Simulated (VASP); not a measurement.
# Al2O (I4/mmm) in VASP: notebook, part 2 of 2

VASP 6.6.1.

## Step 4: Single point, PBE

This run uses another cell than the first one, of the same volume but with other edges.

The input, INCAR:

```
SYSTEM = Al2O
PREC = Accurate
ENCUT = 520
EDIFF = 1E-6
ISMEAR = 0
SIGMA = 0.1
LREAL = .FALSE.
LASPH = .TRUE.
NELM = 100
ALGO = Normal
ISIF = 2
LWAVE = .FALSE.
LCHARG = .FALSE.
GGA = PE
NBANDS = 13
```

The input, KPOINTS:

```
Automatic mesh
0
G
  8 8 8
  0 0 0
```

The input, POSCAR:

```
Al2O
1.0
   -1.3813863700      1.3813863700      4.7799632700
    1.3813863700     -1.3813863700      4.7799632700
    1.3813863700      1.3813863700     -4.7799632700
Al O
2 1
Direct
    0.3582315400      0.3582315400      0.0000000000
    0.6417684600      0.6417684600      0.0000000000
    0.0000000000      0.0000000000      0.0000000000
```

Potentials or basis: VASP PAW PBE potentials, release 64 (Al, O).

Run with:

```bash
cat potpaw_PBE.64/Al/POTCAR potpaw_PBE.64/O/POTCAR > POTCAR
mpirun -np 1 vasp_std > vasp.out
```

OUTCAR:

```text
SYSTEM = Al2O
   PREC = Accurate
   ENCUT = 520
   EDIFF = 1E-6
   ISMEAR = 0
   LREAL = .FALSE.
   LASPH = .TRUE.
   NELM = 100
   ISIF = 2
   GGA = PE

 ion  position               nearest neighbor table
   1  0.358  0.358  0.000-   3 2.38   3 2.38   3 2.38   3 2.38   2 2.71   2 2.85   2 2.85   2 2.85
                             2 2.85
   2  0.642  0.642  0.000-   3 2.38   3 2.38   3 2.38   3 2.38   1 2.71   1 2.85   1 2.85   1 2.85
                             1 2.85
   3  0.000  0.000  0.000-   2 2.38   2 2.38   2 2.38   1 2.38   2 2.38   1 2.38   1 2.38   1 2.38

  LATTYP: Found a body centered tetragonal cell.
 ALAT       =     2.7627727400
 C/A-ratio  =     3.4602652624

  Lattice vectors:

 A1 = (  -1.3813863700,   1.3813863700,   4.7799632700)
 A2 = (   1.3813863700,  -1.3813863700,   4.7799632700)
 A3 = (   1.3813863700,   1.3813863700,  -4.7799632700)

Analysis of symmetry for initial positions (statically):
=====================================================================
 Subroutine PRICEL returns:
 Original cell was already a primitive cell.

 Routine SETGRP: Setting up the symmetry group for a
 body centered tetragonal supercell.

 Subroutine GETGRP returns: Found 16 space group operations
 (whereof 16 operations were pure point group operations)
 out of a pool of 16 trial point group operations.

The static configuration has the point symmetry D_4h.

Analysis of symmetry for dynamics (positions and initial velocities):
=====================================================================
 Subroutine PRICEL returns:
 Original cell was already a primitive cell.

 Routine SETGRP: Setting up the symmetry group for a
 body centered tetragonal supercell.

 Subroutine GETGRP returns: Found 16 space group operations
 (whereof 16 operations were pure point group operations)
 out of a pool of 16 trial point group operations.

The dynamic configuration has the point symmetry D_4h.

 Subroutine INISYM returns: Found 16 space group operations
 (whereof 16 operations are pure point group operations),
 and found     1 'primitive' translations

[... 125 lines left out ...]
   LEPSILON=     F    determine dielectric tensor
   LRPA    =     F    only Hartree local field effects (RPA)
 non-spin polarized calculation
 Gauss-broadening in eV      SIGMA  =   0.10
  energy-cutoff  :      520.00
  volume of cell :       36.49
 maximum number of plane-waves:      1006
 NGX is ok and might be reduce to    40

 number of electron      12.0000000 magnetization

 Free energy of the ion-electron system (eV)
  ---------------------------------------------------
  ext. energy  EPLUGINS =         0.00000000
  ---------------------------------------------------
  free energy    TOTEN  =       -14.01133732 eV

  energy without entropy =      -14.00583616  energy(sigma->0) =      -14.00858674

 E-fermi :   9.1702     XC(G=0): -10.9195

 val. band max:        9.1677649329   @ k =  -0.2500   0.1250  -0.0000
 cond. band min:       9.1992114530   @ k =   0.5000   0.2500   0.1250
 fundamental gap:      0.0314465201
 Fermi energy:         9.1702437719

 k-point     1 :       0.0000    0.0000    0.0000
  band No.  band energies     occupation
      1     -11.6696      2.00000
      2      -0.2323      2.00000
      3       0.7533      2.00000
      4       4.9272      2.00000
      5       4.9272      2.00000
      6       8.3441      2.00000
      7      10.5721      0.00000
      8      15.8760      0.00000
      9      16.5581      0.00000
     10      16.5581      0.00000
     11      16.6355      0.00000
     12      19.9162      0.00000
     13      20.6331      0.00000
[... 354 lines left out ...]
  band No.  band energies     occupation
      1     -10.3828      2.00000
      2       0.4494      2.00000
      3       2.7751      2.00000
      4       3.1905      2.00000
      5       5.3912      2.00000
      6       6.9441      2.00000
      7      10.4521      0.00000
      8      10.7416      0.00000
      9      13.4409      0.00000
     10      14.3888      0.00000
     11      14.4771      0.00000
     12      17.2674      0.00000
     13      20.2520      0.00000

 [... further k-points ...]
[... 5 lines left out ...]
  --------------------------------------------------------------------------------------
  -------------------------------------------------------------------------------------
  Total        1.0724205      1.0724205     -0.9311432      0.0000000      0.0000000      0.0000000
  in kB       47.0934842     47.0934842    -40.8895366      0.0000000      0.0000000      0.0000000
  external PRESSURE =      17.7658106 kB  Pullay stress =       0.0000000 kB

 VOLUME and BASIS-vectors are now :
 -----------------------------------------------------------------------------
  energy-cutoff  :      520.00
  volume of cell :       36.49
      direct lattice vectors                 reciprocal lattice vectors
    -1.381386370  1.381386370  4.779963270     0.000000000  0.361955215  0.104603314
     1.381386370 -1.381386370  4.779963270     0.361955215  0.000000000  0.104603314
     1.381386370  1.381386370 -4.779963270     0.361955215  0.361955215  0.000000000

 POSITION                                       TOTAL-FORCE (eV/Angst)
 -----------------------------------------------------------------------------------
      0.00000      0.00000      3.42467        -0.000000     -0.000000     -0.686283
      0.00000      0.00000      6.13526         0.000000      0.000000      0.686283
      0.00000      0.00000      0.00000         0.000000      0.000000      0.000000
 -----------------------------------------------------------------------------------
    total drift:                                0.000000      0.000000     -0.000000

  FREE ENERGIE OF THE ION-ELECTRON SYSTEM (eV)
  ---------------------------------------------------
  free  energy   TOTEN  =       -14.0113373244 eV

  energy  without entropy=      -14.0058361567  energy(sigma->0) =      -14.00858674
```

Run time: 40 s. Hardware: 1 thread of Intel Xeon Platinum 8488C (Sapphire Rapids), shared host; peak memory 0.22 GiB.

Results:

```yaml
Free_energy: -14.0113 eV
Pressure: 1.8 GPa
Largest_force: 0.686 eV/Å
Band_gap_on_the_k_mesh: zero (band 6 reaches 9.94 eV, above the bottom of band 7 at 7.95 eV)
```

Forces on the atoms (eV/Å):
```
Al   0.000  0.000 -0.686
Al   0.000  0.000  0.686
O    0.000  0.000  0.000
```

Stress tensor (GPa, compression positive):
```
 4.71  0.00  0.00
 0.00  4.71  0.00
 0.00  0.00 -4.09
```

Caveat: the k points lie up to 0.40 Å⁻¹ apart.

## Step 5: Single point, PBE

This run uses another cell than the first one, of 12.21 Å³/atom, 1.006 times its volume.

The input, INCAR:

```
  PREC = Accurate
  ENCUT = 520
  EDIFF = 1E-7
  ISMEAR = 0
  SIGMA = 0.1
  LREAL = F
  LASPH = T
  NELM = 60
  ALGO = Normal
  ISIF = 2
  LWAVE = F
  LCHARG = T
  GGA = PE
  LELF = T
  LVHAR = T
  NBANDS = 13
```

The input, KPOINTS:

```
regular mesh
0
Gamma
  8 8 8
```

The input, POSCAR:

```
Al2O
1.0
   -1.4088045046      1.4088045046      4.6152696161
    1.4088045046     -1.4088045046      4.6152696161
    1.4088045046      1.4088045046     -4.6152696161
Al O
2 1
Direct
    0.3529886792      0.3529886792      0.0000000000
    0.6470113208      0.6470113208      0.0000000000
    0.0000000000      0.0000000000      0.0000000000
```

Run with:

```bash
cat potpaw_PBE.64/Al/POTCAR potpaw_PBE.64/O/POTCAR > POTCAR
mpirun -np 1 vasp_std > vasp.out
```

Wall time 55 s (1 thread of Intel Xeon Platinum 8375C at 2.90GHz (Ice Lake), shared host); peak memory 0.22 GiB.

It converged, with:

```yaml
Free_energy: -14.0853 eV
Pressure: 0.0 GPa
Largest_force: 0.005 eV/Å
Band_gap_on_the_k_mesh: zero (band 6 reaches 9.76 eV, above the bottom of band 7 at 7.51 eV)
```

Forces in eV/Å, atoms in the order of the input:
```
Al   0.000  0.000 -0.005
Al   0.000  0.000  0.005
O    0.000  0.000  0.000
```

Stress tensor (GPa, compression positive):
```
 0.10  0.00  0.00
 0.00  0.10  0.00
 0.00  0.00 -0.16
```

Levels at points of the mesh, in eV from the Fermi level:
```
           k point  band 2  band 3  band 4  band 5  band 6  band 7  band 8  band 9  band 10  band 11
(0.00, 0.00, 0.00)   -9.43   -7.81   -4.05   -4.05   -0.79    1.97    6.22    6.57     6.57     7.63
(0.50, 0.00, 0.00)   -9.23   -6.87   -5.36   -3.55   -2.67    0.70    3.15    6.17     6.26     9.56
(0.50, 0.50, 0.00)   -7.22   -7.00   -5.18   -2.11   -1.91   -0.68    0.96    1.35     2.95     5.60
(0.50, 0.50, 0.50)  -10.96   -4.07   -4.07   -3.81   -3.74    3.59    5.14    7.10     7.10     7.12
```

Caveat: the k points lie up to 0.39 Å⁻¹ apart.

## Step 6: Relaxation of cell and atoms, PBE

This run uses another cell than the first one, of the same volume but with other edges.

The input, INCAR:

```
SYSTEM = Al2O
  PREC = Accurate
  ENCUT = 600
  EDIFF = 1E-7
  ISMEAR = 0
  SIGMA = 0.1
  LREAL = .False.
  LASPH = .True.
  NELM = 80
  ALGO = Normal
  ISIF = 3
  LWAVE = .False.
  LCHARG = .False.
  GGA = PE
  IBRION = 2
  NSW = 90
  EDIFFG = -0.04
```

The input, KPOINTS:

```
regular mesh
0
Gamma
  8 8 8
  0 0 0
```

The input, POSCAR:

```
Al2O
1.0
   -1.3813863700      1.3813863700      4.7799632700
    1.3813863700     -1.3813863700      4.7799632700
    1.3813863700      1.3813863700     -4.7799632700
Al O
2 1
Direct
    0.3582315400      0.3582315400      0.0000000000
    0.6417684600      0.6417684600      0.0000000000
    0.0000000000      0.0000000000      0.0000000000
```

Potentials or basis: VASP PAW PBE potentials, release 64 (Al, O).

Run with:

```bash
cat potpaw_PBE.64/Al/POTCAR potpaw_PBE.64/O/POTCAR > POTCAR
mpirun -np 1 vasp_std > vasp.out
```

Run time: 2.1 min. Hardware: 1 thread of Intel Xeon Platinum 8375C at 2.90GHz (Ice Lake), shared host; peak memory 0.27 GiB.

It converged, with:

| Item | Value |
| --- | --- |
| Free energy | -14.0870 eV |
| Relaxed volume | 12.18 Å³/atom |
| Relaxed cell | a = 5.019 Å, b = 5.019 Å, c = 5.019 Å, α = 147.41°, β = 147.41°, γ = 46.76° |
| Space group after relaxing (to 0.05 Å) | I4/mmm (No. 139) |
| Energy gained by relaxing | 24.6 meV/atom |
| Ionic steps | 4 |
| Pressure after relaxing | 0.3 GPa |
| Largest force after relaxing | 0.025 eV/Å |
| Band gap on the k mesh | zero (band 6 reaches 9.78 eV, above the bottom of band 7 at 7.54 eV) |

Forces on the atoms (eV/Å):
```
Al   0.000  0.000 -0.025
Al   0.000  0.000  0.025
O    0.000  0.000  0.000
```

The path:
```
step  energy change (eV)  largest force (eV/Å)  pressure (GPa)  volume (Å³)
   1              0.0000                0.6859            1.75        36.49
   2             -0.0614                0.1792           -1.30        37.18
   3             -0.0661                0.0144           -2.13        37.40
   4             -0.0738                0.0251            0.28        36.55
```

Final structure:
```xyz
3
Lattice="-1.4083 1.4083 4.6066 1.4083 -1.4083 4.6066 1.4083 1.4083 -4.6066" Properties=species:S:1:pos:R:3 pbc="T T T"
Al    1.4083    1.4083   -1.3538
Al    1.4083    1.4083    1.3538
O     0.0000    0.0000    9.2133
```

Levels at points of the mesh, in eV from the Fermi level:
```tsv
k point	band 2	band 3	band 4	band 5	band 6	band 7	band 8	band 9	band 10
(0.00, 0.00, 0.00)	-9.43	-7.83	-4.08	-4.08	-0.80	1.99	6.22	6.57	6.57
(0.50, 0.00, 0.00)	-9.26	-6.89	-5.36	-3.57	-2.66	0.71	3.16	6.17	6.27
(0.50, 0.50, 0.00)	-7.25	-7.03	-5.20	-2.11	-1.93	-0.68	0.97	1.35	2.96
(0.50, 0.50, 0.50)	-10.98	-4.10	-4.10	-3.81	-3.74	3.60	5.13	7.11	7.16
```

Caveat: the k points lie up to 0.39 Å⁻¹ apart in the final cell.

## Step 7: Summary

| task | cell | k mesh | cutoff (eV) | gap on the mesh (eV) | pressure (GPa) | relaxed volume (Å³/atom) | largest force (eV/Å) |
| --- | --- | --- | --- | --- | --- | --- | --- |
| single point | a = 5.041 Å, angles 147.7, 147.7, 46.3°, 3 atoms | 22 × 22 × 22 | 520 | none | -0.1 | - | - |
| relaxation of cell and atoms | relaxed from a = 5.027 Å, angles 147.4, 147.4, 46.7°, 3 atoms | 22 × 22 × 22 | 600 | none | 0.0 | 12.13 | 0.01 |
| single point | a = 5.164 Å, angles 149.0, 149.0, 44.5°, 3 atoms | 8 × 8 × 8 | 520 | none | 1.8 | - | 0.69 |
| single point | a = 5.027 Å, angles 147.4, 147.4, 46.7°, 3 atoms | 8 × 8 × 8 | 520 | none | 0.0 | - | - |
| relaxation of cell and atoms | relaxed from a = 5.164 Å, angles 149.0, 149.0, 44.5°, 3 atoms | 8 × 8 × 8 | 600 | none | 0.3 | 12.18 | 0.03 |

Alike in all rows: level PBE; potentials or basis VASP PAW PBE potentials, release 64 (Al, O); no spin polarisation; smearing gaussian 0.1 eV.

Caveats: some runs use coarse meshes.

Total energies depend on the potentials used, so only differences within one code and one set of settings carry meaning.
